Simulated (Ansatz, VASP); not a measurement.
**One calculation of Ca, two programs**

```xyz
1
Lattice="-2.4334 2.4334 1.8981 2.4334 -2.4334 1.8981 2.4334 2.4334 -1.8981" Properties=species:S:1:pos:R:3 pbc="T T T"
Ca    0.0000    0.0000    0.0000
```

Alike in both runs: task single point; functional r2SCAN; k mesh 16 × 16 × 16; occupations gaussian, width 0.15 eV; no spin polarisation.

|  | VASP | Ansatz |
| --- | --- | --- |
| version | VASP 6.6.1 | Ansatz 0.2.0 |
| potentials or method | VASP PAW PBE potentials, release 64 (Ca_sv), cutoff 520 eV | scalar-relativistic, plane waves, PAW |
| valence electrons in the cell | 10 | 10 |

|  | VASP | Ansatz | Ansatz less VASP |
| --- | --- | --- | --- |
| gap on the k mesh at the Fermi level (eV) | none | none | - |
| pressure (GPa) | -0.5 | -0.5 | -0.07 |
| traceless stress, the component that is largest in VASP (GPa) | 2.39 | 2.39 | -0.002 |

VASP's potentials were made for PBE, not for r2SCAN. A gap of «none» marks a metal or a gap that the smearing closes.
